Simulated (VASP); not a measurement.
Set up this calculation in VASP 6.6.1, as the native input.

```
Task                   : single point
Functional             : PBE
Potentials or basis    : VASP PAW PBE potentials, release 64 (O)
Cutoff                 : 520 eV
k mesh                 : 6 × 6 × 4
Occupations            : fermi-dirac, width 0.01 eV
Spin                   : no spin polarisation
Dipole correction      : no
Further INCAR settings : ALGO = Normal; EDIFF = 1e-06; NBANDS = 13
```

The structure of O lies in POSCAR:

```
O
1.0
    2.8514028533     -1.6624159400      0.0000000000
    2.8514028533      1.6624159400      0.0000000000
   -2.3944914034      0.0000000000      3.6470501824
O
2
Direct
    0.9756730000      0.9677890000      0.8414290000
    0.0338460000      0.0166210000      0.1552170000
```

The input as run:

INCAR

```
SYSTEM = O
PREC     = Accurate       ! precision mode
ENCUT    = 520            ! plane-wave cutoff, eV
EDIFF    = 1E-6           ! SCF threshold, eV
ISMEAR   = -1             ! smearing method
SIGMA    = 0.01           ! smearing width, eV
LREAL    = .False.        ! projectors in reciprocal space
LASPH    = .True.         ! aspherical terms in the spheres
NELM     = 80             ! most SCF steps
ALGO     = Normal         ! electronic algorithm
ISIF     = 2              ! what is computed and relaxed
LWAVE    = .False.        ! write WAVECAR
LCHARG   = .True.         ! write CHGCAR
GGA      = PE             ! functional
LELF     = .True.         ! ELF
LVHAR    = .True.       
NBANDS   = 13             ! bands
```

KPOINTS

```
Automatic mesh
0
Gamma
  6 6 4
  0 0 0
```

Potentials or basis: VASP PAW PBE potentials, release 64 (O).

Command:

```console
$ cat potpaw_PBE.64/O/POTCAR > POTCAR
$ mpirun -np 1 vasp_std > vasp.out
```

It gave:

```
Pressure               : -1.3 GPa
Largest force          : 0.472 eV/Å
Band gap on the k mesh : zero (band 6 reaches -1.75 eV, above the bottom of band 7 at -2.01 eV)
```

Caveat: the k points lie up to 0.43 Å⁻¹ apart; the standard files for N, O and F lose accuracy on very short bonds; spin is off for a triplet molecule.

Wall time 16 s on 1 thread of Intel(R) Xeon(R) Platinum 8488C (Sapphire Rapids) (shared host), peak memory 0.16 GiB.
